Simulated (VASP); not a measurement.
A run of VASP 6.6.1:

The input INCAR:

```
SYSTEM = Sn3GeSe
  PREC = Accurate
  ENCUT = 520
  EDIFF = 1E-7
  ISMEAR = 0
  SIGMA = 0.1
  LREAL = .False.
  LASPH = .True.
  NELM = 80
  ALGO = Normal
  ISIF = 2
  LWAVE = .False.
  LCHARG = .False.
  GGA = PE
  NBANDS = 39
```

File KPOINTS:

```
Automatic mesh
0
Gamma
  3 3 3
  0 0 0
```

The input POSCAR:

```
Sn3GeSe
1.0
    3.3087333626      1.9102981000      4.4331895383
   -3.3087333626      1.9102981000      4.4331895383
    0.0000000000     -3.8205961928      4.4331895415
Sn Ge Se
3 1 1
Direct
    0.4884572687      0.9553854473      0.4884572687
    0.4884572687      0.4884572687      0.9553854473
    0.9553854473      0.4884572687      0.4884572687
    0.1649068716      0.1649068716      0.1649068716
    0.4648231638      0.4648231638      0.4648231638
```

Potentials or basis: VASP PAW PBE potentials, release 64 (Sn_d, Ge_d, Se).

Run with:

```sh
$ cat potpaw_PBE.64/Sn_d/POTCAR potpaw_PBE.64/Ge_d/POTCAR potpaw_PBE.64/Se/POTCAR > POTCAR
$ mpirun -np 1 vasp_std > vasp.out
```

Hardware: 1 thread of Oxide Virtual Turin-like Processor, on a shared host.

**Question.** How long does it take, and how much memory?

**Answer.** It took 51 s on 1 thread of Oxide Virtual Turin-like Processor, on a shared host, peak memory 0.29 GiB. Counts: scf iterations 17, k points 6.
